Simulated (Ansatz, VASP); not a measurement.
# MoS2 in VASP and in Ansatz

```xyz
6
Lattice="3.1414 0.0000 0.0000 -1.5707 2.7205 0.0000 0.0000 0.0000 12.8368" Properties=species:S:1:pos:R:3 pbc="T T T"
Mo    1.5707    0.9068    3.2092
Mo    0.0000    1.8137    9.6276
S     1.5707    0.9068    8.0374
S     0.0000    1.8137    4.7994
S     1.5707    0.9068   11.2178
S     0.0000    1.8137    1.6190
```

Change from the starting cell: strain along c alone, the other axes held, atoms relaxed: +2.0 %.

Alike in both runs: task relaxation of the atoms; functional PBEsol; k mesh 12 × 12 × 2; occupations gaussian, width 0.02 eV; no spin polarisation.

|  | VASP | Ansatz |
| --- | --- | --- |
| version | VASP 6.6.1 | Ansatz 0.2.0 |
| potentials or method | VASP PAW PBE potentials, release 64 (Mo_sv, S), cutoff 520 eV | scalar-relativistic, plane waves, PAW |
| valence electrons in the cell | 52 | 52 |

VASP gave:

| Property | Result |
| --- | --- |
| gap on the k mesh at the Fermi level, each at its own relaxed structure (eV) | 1.10 |

Task: What did Ansatz give for the same quantities?

Result: gap on the k mesh at the Fermi level, each at its own relaxed structure (eV): 1.09.

VASP's potentials were made for PBE, not for PBEsol. Ansatz's warnings: stress scf threshold loose.
